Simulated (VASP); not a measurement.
CuI: single point with PBE

Crystal: CuI.

```
Cu I
1.0
     0.00000    2.94522    2.82922
     2.82922    0.00000    2.82922
     2.82922    2.94522    0.00000
Cu I
1 1
Direct
  0.75000 0.75000 0.75000
  0.00000 0.00000 0.00000
```

This cell differs from its parent crystal: volume 23.575 Å^3 an atom, c/a of the conventional cell 1.0410.

```yaml
Program: VASP 6.6.1
Task: single point
Functional: PBE
Potentials_or_basis: VASP PAW PBE potentials, release 64 (Cu, I)
Cutoff: 520 eV
k_mesh: 8 × 8 × 8
Occupations: gaussian, width 0.05 eV
Spin: no spin polarisation
Dipole_correction: no
Further_INCAR_settings: ALGO = Normal; EDIFF = 1e-06; NBANDS = 16
```

```yaml
Pressure: 11.2 GPa
Band_gap_on_the_k_mesh: 1.62 eV, direct
```

Stress tensor (GPa, compression positive):
```
11.35  0.00  0.00
 0.00 10.81  0.00
 0.00  0.00 11.35
```

Levels at points of the mesh, in eV from the valence-band top:
```
           k point  band 5  band 6  band 7  band 8  band 9  band 10  band 11  band 12  band 13  band 14
(0.00, 0.00, 0.00)   -2.71   -2.66   -0.10    0.00    0.00     1.62     4.59     4.67     4.67     8.35
(0.50, 0.00, 0.00)   -2.65   -2.65   -2.58   -1.10   -0.98     2.24     5.10     5.41     7.51     9.91
(0.50, 0.50, 0.00)   -2.73   -2.60   -2.53   -2.25   -2.16     2.24     2.62    10.37    10.52    10.65
(0.50, 0.00, 0.50)   -2.79   -2.62   -2.57   -2.19   -2.19     2.47     2.93    10.19    10.65    10.65
```

Run time: 46 s on 1 thread of Intel Xeon 6975P-C (shared host), peak memory 0.2 GiB.

Caveat: spin-orbit coupling is left out, which moves the levels of the heavy elements.
